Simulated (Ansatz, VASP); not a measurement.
# BaN in VASP and in Ansatz

```
Ba N
1.0
     0.00000    3.48183    3.48183
     3.48183    0.00000    3.48183
     3.48183    3.48183    0.00000
Ba N
2 2
Direct
  0.00000 0.00000 0.00000
  0.25000 0.25000 0.25000
  0.75000 0.75000 0.75000
  0.50000 0.50000 0.50000
```

Alike in both runs: functional PBE; k mesh 4 × 4 × 4; occupations gaussian, width 0.1 eV; collinear spin.

Ansatz relaxed the structure, and its values are those at the end. VASP's run is a single point on that final structure, the one shown.

|  | VASP | Ansatz |
| --- | --- | --- |
| version | VASP 6.6.1 | Ansatz 0.2.0 |
| potentials or method | VASP PAW PBE potentials, release 64 (Ba_sv, N), cutoff 520 eV | scalar-relativistic, plane waves, PAW |
| valence electrons in the cell | 30 | 30 |

VASP gave:

```
gap on the k mesh at the Fermi level (eV)                     : none
pressure (GPa)                                                : 2.3
net moment per atom (μB)                                      : 0.50
size of the moment on the site where the two differ most (μB) : 0.71
```

Question: What did Ansatz give for the same quantities?

Answer: gap on the k mesh at the Fermi level (eV): none; pressure (GPa): 0.0; net moment per atom (μB): 0.50; size of the moment on the site where the two differ most (μB): 1.01.

Site moments also hang on the region over which each program counts them. A gap of «none» marks a metal or a gap that the smearing closes.

The k mesh is coarse, so the values compare programs but aren't converged. Spin-orbit coupling is off throughout.
